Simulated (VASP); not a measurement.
# Hf in VASP: a series of runs

Hf is run at these levels: PBE; tasks: single point, relaxation of cell and atoms.

All numbers are computed with VASP 6.6.1; they aren't measurements. Logs are shortened: lines on timing, memory, paths and dates and some standing lists are left out, and cuts for length are marked.

## (1) The cell of the first run

The structure is tetragonal, space group P4/mmm (No. 123). The conventional cell has a = 2.910 Å, b = 2.910 Å, c = 2.930 Å, α = 90.00°, β = 90.00°, γ = 90.00°. Within 3.8 Å of Hf (site symmetry 4/mmm) lie 6 Hf at 2.91 to 2.93 Å.

## (2) Single point, PBE

The input, INCAR:

```
PREC = Accurate
ENCUT = 520
EDIFF = 1E-6
ISMEAR = 0
SIGMA = 0.1
LREAL = False
LASPH = True
NELM = 60
ALGO = Fast
ISIF = 2
LWAVE = False
LCHARG = False
GGA = PE
NBANDS = 11
```

The input, KPOINTS:

```
Automatic mesh
0
Gamma
  8 8 6
```

The input, POSCAR:

```
Hf
1.0
    2.9104600475      0.0000000000      0.0000000000
    0.0000000000      2.9104600475      0.0000000000
    0.0000000000      0.0000000000      2.9300389075
Hf
1
Direct
    0.5000000000      0.5000000000      0.5000000000
```

Potentials or basis: VASP PAW PBE potentials, release 64 (Hf_pv).

Started as:

```console
> cat potpaw_PBE.64/Hf_pv/POTCAR > POTCAR
> mpirun -np 1 vasp_std > vasp.out
```

OUTCAR:

```text
PREC = Accurate
   ENCUT = 520
   EDIFF = 1E-6
   ISMEAR = 0
   LREAL = False
   LASPH = True
   NELM = 60
   ISIF = 2
   GGA = PE

 ion  position               nearest neighbor table
   1  0.500  0.500  0.500-

  LATTYP: Found a simple tetragonal cell.
 ALAT       =     2.9104600475
 C/A-ratio  =     1.0067270671

  Lattice vectors:

 A1 = (   2.9104600475,   0.0000000000,   0.0000000000)
 A2 = (   0.0000000000,   2.9104600475,   0.0000000000)
 A3 = (   0.0000000000,   0.0000000000,   2.9300389075)

Analysis of symmetry for initial positions (statically):
=====================================================================
 Subroutine PRICEL returns:
 Original cell was already a primitive cell.

 Routine SETGRP: Setting up the symmetry group for a
 simple tetragonal supercell.

 Subroutine GETGRP returns: Found 16 space group operations
 (whereof 16 operations were pure point group operations)
 out of a pool of 16 trial point group operations.

The static configuration has the point symmetry D_4h.

Analysis of symmetry for dynamics (positions and initial velocities):
=====================================================================
 Subroutine PRICEL returns:
 Original cell was already a primitive cell.

 Routine SETGRP: Setting up the symmetry group for a
 simple tetragonal supercell.

 Subroutine GETGRP returns: Found 16 space group operations
 (whereof 16 operations were pure point group operations)
 out of a pool of 16 trial point group operations.

The dynamic configuration has the point symmetry D_4h.

 Subroutine INISYM returns: Found 16 space group operations
 (whereof 16 operations are pure point group operations),
 and found     1 'primitive' translations

----------------------------------------------------------------------------------------

                                     Primitive cell

  volume of cell :      24.8197

  direct lattice vectors                    reciprocal lattice vectors
     2.910460047  0.000000000  0.000000000     0.343588293  0.000000000  0.000000000
     0.000000000  2.910460047  0.000000000     0.000000000  0.343588293  0.000000000
     0.000000000  0.000000000  2.930038908     0.000000000  0.000000000  0.341292396

  length of vectors
     2.910460047  2.910460047  2.930038908     0.343588293  0.343588293  0.341292396

  position of ions in fractional coordinates (direct lattice)
     0.500000000  0.500000000  0.500000000

  ion indices of the primitive-cell ions
   primitive index   ion index
                 1           1

----------------------------------------------------------------------------------------

 KPOINTS: Automatic mesh

Automatic generation of k-mesh.
 Grid dimensions read from file:
 generate k-points for:    8    8    6

 Generating k-lattice:

  Cartesian coordinates                     Fractional coordinates (reciprocal lattice)
     0.042948537  0.000000000  0.000000000     0.125000000  0.000000000  0.000000000
     0.000000000  0.042948537  0.000000000     0.000000000  0.125000000  0.000000000
     0.000000000  0.000000000  0.056882066     0.000000000  0.000000000  0.166666667

  Length of vectors
     0.042948537  0.042948537  0.056882066

  Shift w.r.t. Gamma in fractional coordinates (k-lattice)
     0.000000000  0.000000000  0.000000000

 Subroutine IBZKPT returns following result:
 ===========================================

 Found     60 irreducible k-points:

 Following reciprocal coordinates:
            Coordinates               Weight
  0.000000  0.000000  0.000000      1.000000
  0.125000  0.000000  0.000000      4.000000
  0.250000  0.000000  0.000000      4.000000
  0.375000  0.000000  0.000000      4.000000
  0.500000  0.000000  0.000000      2.000000
  0.125000  0.125000  0.000000      4.000000
[... 16 lines left out ...]
  0.375000  0.125000  0.166667     16.000000
  0.500000  0.125000  0.166667      8.000000
 [... further k-points ...]
   k-points           NKPTS =     60   k-points in BZ     NKDIM =     60   number of bands    NBANDS=     11
   number of dos      NEDOS =    301   number of ions     NIONS =      1
   total plane-waves  NPLWV =  13824
   dimension x,y,z NGX =    24 NGY =   24 NGZ =   24
   dimension x,y,z NGXF=    48 NGYF=   48 NGZF=   48
   ions per type =               1
   NGX,Y,Z   is equivalent  to a cutoff of  13.71, 13.71, 13.62 a.u.
   NGXF,Y,Z  is equivalent  to a cutoff of  27.42, 27.42, 27.23 a.u.
 SYSTEM =  unknown system
   PREC   = accura    normal or accurate (medium, high low for compatibility)
   ISTART =      0    job   : 0-new  1-cont  2-samecut
   ICHARG =      2    charge: 1-file 2-atom 10-const
   ISPIN  =      1    spin polarized calculation?
   LNONCOLLINEAR =      F non collinear calculations
   LSORBIT =      F    spin-orbit coupling
   LASPH  =      T    aspherical Exc in radial PAW
   ENCUT  =  520.0 eV  38.22 Ry    6.18 a.u.   5.41  5.41  5.45*2*pi/ulx,y,z
   NELM   =     60;   NELMIN=  2; NELMDL= -5     # of ELM steps
   EDIFF  = 0.1E-05   stopping-criterion for ELM
   LREAL  =      F    real-space projection
   EDIFFG = 0.1E-04   stopping-criterion for IOM
   NSW    =      0    number of steps for IOM
   IBRION =     -1    ionic relax: 0-MD 1-quasi-New 2-CG
   NFREE  =      0    steps in history (QN), initial steepest desc. (CG)
   ISIF   =      2    stress and relaxation
   ISYM   =      2    0-nonsym 1-usesym 2-fastsym
   POTIM  = 0.5000    time-step for ionic-motion
   TEBEG  =    0.0;   TEEND  =   0.0 temperature during run
   PSTRESS=    0.0 pullay stress
   NELECT =      10.0000    total number of electrons
   NUPDOWN=      -1.0000    fix difference up-down
   EMIN   =  10.00;   EMAX   =-10.00  energy-range for DOS
   EFERMI =   0.00;   METHOD = LEGACY
   ISMEAR =     0;   SIGMA  =   0.10  broadening in eV -4-tet -1-fermi 0-gaus
   EFERMI_NEDOS =   21; number of points for ismear=-14 and -15
   IALGO  =     68    algorithm
   IMIX   =      4    mixing-type and parameters
     AMIX     =   0.40;   BMIX     =  1.00
     AMIX_MAG =   1.60;   BMIX_MAG =  1.00
  volume/ion in A,a.u.               =      24.82       167.49
  Fermi-wavevector in a.u.,A,eV,Ry     =   1.209138  2.284940 19.891924  1.462015
  Thomas-Fermi vector in A             =   2.344725
   LORBIT       =      0    0 simple, 1 ext, 2 COOP (PROOUT), +10 PAW based schemes
   GGA     = PE    functional components
   LHFCALC =     F    Hartree Fock is set to
   AEXX    =    0.0000 exact exchange contribution
   IVDW    =     0    specifies the selected vdW correction
   LEPSILON=     F    determine dielectric tensor
   LRPA    =     F    only Hartree local field effects (RPA)
 non-spin polarized calculation
 RMM-DIIS sequential band-by-band and
 Gauss-broadening in eV      SIGMA  =   0.10
  energy-cutoff  :      520.00
  volume of cell :       24.82
 maximum number of plane-waves:       691
 NGX is ok and might be reduce to    24
   NGX = 11   NGY = 11   NGZ = 11

 number of electron      10.0000004 magnetization

 Free energy of the ion-electron system (eV)
  ---------------------------------------------------
  ext. energy  EPLUGINS =         0.00000000
  ---------------------------------------------------
  free energy    TOTEN  =        -8.83230361 eV

  energy without entropy =       -8.82640508  energy(sigma->0) =       -8.82935434

 E-fermi :   3.7829     XC(G=0): -10.7210

 val. band max:        3.7223323273   @ k =   0.3750   0.3750   0.1667
 cond. band min:       3.8185447958   @ k =   0.2500   0.2500   0.5000
 fundamental gap:      0.0962124685
 Fermi energy:         3.7828604210

 k-point     1 :       0.0000    0.0000    0.0000
  band No.  band energies     occupation
      1     -26.2179      2.00000
      2     -26.1608      2.00000
      3     -26.1608      2.00000
      4      -2.6778      2.00000
      5       2.3879      2.00000
      6       2.4064      2.00000
      7      10.2197      0.00000
      8      10.2197      0.00000
      9      10.3051      0.00000
     10      16.4768      0.00000
     11      16.6786      0.00000

 k-point     2 :       0.1250    0.0000    0.0000
  band No.  band energies     occupation
      1     -26.3056      2.00000
      2     -26.2057      2.00000
      3     -26.1486      2.00000
      4      -2.2780      2.00000
      5       2.5103      2.00000
      6       2.7733      2.00000
      7       9.4578      0.00000
      8       9.5558      0.00000
      9      10.2722      0.00000
     10      14.9024      0.00000
     11      17.4167      0.00000

 k-point     3 :       0.2500    0.0000    0.0000
  band No.  band energies     occupation
      1     -26.6424      2.00000
      2     -26.1761      2.00000
      3     -26.1192      2.00000
      4      -1.2579      2.00000
      5       2.8146      2.00000
      6       3.6174      1.98069
      7       8.1264      0.00000
      8       8.2370      0.00000
      9      10.4019      0.00000
     10      12.8491      0.00000
     11      16.8886      0.00000

 k-point     4 :       0.3750    0.0000    0.0000
  band No.  band energies     occupation
      1     -26.9628      2.00000
      2     -26.1463      2.00000
      3     -26.0897      2.00000
      4      -0.0244      2.00000
      5       3.1519      2.00000
      6       3.9718      0.00754
      7       7.1294      0.00000
      8       7.2457      0.00000
      9      10.5361      0.00000
     10      12.5918      0.00000
     11      17.0523      0.00000

 k-point     5 :       0.5000    0.0000    0.0000
  band No.  band energies     occupation
      1     -27.0911      2.00000
      2     -26.1339      2.00000
      3     -26.0773      2.00000
      4       0.6743      2.00000
      5       3.3037      2.00000
      6       3.7212      1.61699
      7       6.7725      0.00000
      8       6.8903      0.00000
      9      10.5931      0.00000
     10      13.3951      0.00000
     11      16.3945      0.00000
[... 211 lines left out ...]
 k-point    21 :       0.1250    0.1250    0.1667
  band No.  band energies     occupation
      1     -26.4227      2.00000
      2     -26.2777      2.00000
      3     -26.2643      2.00000
      4      -1.2059      2.00000
      5       3.2248      2.00000
      6       3.3734      2.00000
      7       8.0678      0.00000
      8       8.4395      0.00000
      9       8.9496      0.00000
     10      15.6638      0.00000
     11      16.9700      0.00000

 k-point    22 :       0.2500    0.1250    0.1667
  band No.  band energies     occupation
      1     -26.6032      2.00000
      2     -26.3880      2.00000
      3     -26.2393      2.00000
      4      -0.2196      2.00000
      5       3.6063      1.98745
      6       4.1087      0.00000
      7       6.9886      0.00000
      8       7.5481      0.00000
      9       8.5908      0.00000
     10      14.9055      0.00000
     11      17.0740      0.00000

 k-point    23 :       0.3750    0.1250    0.1667
  band No.  band energies     occupation
      1     -26.9175      2.00000
      2     -26.3548      2.00000
      3     -26.2078      2.00000
      4       1.0015      2.00000
      5       3.6191      1.97947
      6       4.1129      0.00000
      7       6.1143      0.00000
      8       7.8929      0.00000
      9       8.8160      0.00000
     10      13.6202      0.00000
     11      18.0581      0.00000

 k-point    24 :       0.5000    0.1250    0.1667
  band No.  band energies     occupation
      1     -27.0437      2.00000
      2     -26.3409      2.00000
      3     -26.1947      2.00000
      4       1.9869      2.00000
      5       2.7596      2.00000
      6       4.2827      0.00000
      7       5.6512      0.00000
      8       8.5996      0.00000
      9       8.9177      0.00000
     10      13.4705      0.00000
     11      18.3043      0.00000

 [... further k-points ...]

------------------------ aborting loop because EDIFF is reached ----------------------------------------

  FORCE on cell =-STRESS in cart. coord.  units (eV):
  Direction    XX          YY          ZZ          XY          YZ          ZX
  --------------------------------------------------------------------------------------
  -------------------------------------------------------------------------------------
  Total       -0.0463054     -0.0463054     -0.0651342      0.0000000      0.0000000      0.0000000
  in kB       -2.9891362     -2.9891362     -4.2045858      0.0000000      0.0000000      0.0000000
  external PRESSURE =      -3.3942860 kB  Pullay stress =       0.0000000 kB

 VOLUME and BASIS-vectors are now :
 -----------------------------------------------------------------------------
  energy-cutoff  :      520.00
  volume of cell :       24.82
      direct lattice vectors                 reciprocal lattice vectors
     2.910460047  0.000000000  0.000000000     0.343588293  0.000000000  0.000000000
     0.000000000  2.910460047  0.000000000     0.000000000  0.343588293  0.000000000
     0.000000000  0.000000000  2.930038908     0.000000000  0.000000000  0.341292396

 POSITION                                       TOTAL-FORCE (eV/Angst)
 -----------------------------------------------------------------------------------
      1.45523      1.45523      1.46502         0.000000      0.000000      0.000000
 -----------------------------------------------------------------------------------
    total drift:                                0.000000     -0.000000     -0.000000

  FREE ENERGIE OF THE ION-ELECTRON SYSTEM (eV)
  ---------------------------------------------------
  free  energy   TOTEN  =        -8.8323036110 eV

  energy  without entropy=       -8.8264050780  energy(sigma->0) =       -8.82935434
```

Wall time 9.1 s (1 thread of Intel Xeon Platinum 8488C (Sapphire Rapids), shared host); peak memory 0.14 GiB.

Results:

| Quantity | Value |
| --- | --- |
| Free energy | -8.8323 eV |
| Pressure | -0.3 GPa |
| Band gap on the k mesh | zero (band 5 reaches 4.55 eV, above the bottom of band 6 at 2.41 eV) |

Caveat: spin-orbit coupling is left out, which moves the levels of the heavy elements.

## (3) Single point, PBE

This run uses another cell than the first one, of 24.74 Å³/atom, 0.997 times its volume.

The input, INCAR:

```
PREC = Accurate ; ENCUT = 520
EDIFF = 1E-6 ; ISMEAR = 0
SIGMA = 0.1 ; LREAL = False
LASPH = True ; NELM = 100
ALGO = Fast ; ISIF = 2
LWAVE = False ; LCHARG = False
GGA = PE ; NBANDS = 11
```

The input, KPOINTS:

```
Automatic mesh
0
Gamma
  18 18 18
```

The input, POSCAR:

```
Hf
1.0
    2.9138115455      0.0000000000      0.0000000000
    0.0000000000      2.9138115455      0.0000000000
    0.0000000000      0.0000000000      2.9138115455
Hf
1
Direct
    0.5000000000      0.5000000000      0.5000000000
```

Potentials or basis: VASP PAW PBE potentials, release 64 (Hf_pv).

Started as:

```console
> cat potpaw_PBE.64/Hf_pv/POTCAR > POTCAR
> mpirun -np 1 vasp_std > vasp.out
```

Run time: 31 s. Hardware: 1 thread of Intel Xeon Platinum 8488C (Sapphire Rapids), shared host; peak memory 0.18 GiB.

Results (log left out):

- Free energy: -8.8454 eV
- Pressure: -0.3 GPa
- Band gap on the k mesh: zero (band 5 reaches 4.65 eV, above the bottom of band 6 at 2.40 eV)

Levels at points of the mesh, in eV from the Fermi level:
```tsv
k point	band 3	band 4	band 5	band 6	band 7	band 8
(0.00, 0.00, 0.00)	-29.96	-6.47	-1.40	-1.40	6.48	6.48
(0.50, 0.00, 0.00)	-29.88	-3.13	-0.50	-0.07	3.08	3.08
(0.50, 0.50, 0.00)	-29.80	-2.81	-0.61	3.81	3.81	4.44
(0.50, 0.50, 0.50)	-30.64	-1.25	-1.25	-1.25	6.91	8.94
```

Caveat: spin-orbit coupling is left out, which moves the levels of the heavy elements.

(Part 1 of 2 ends here.)
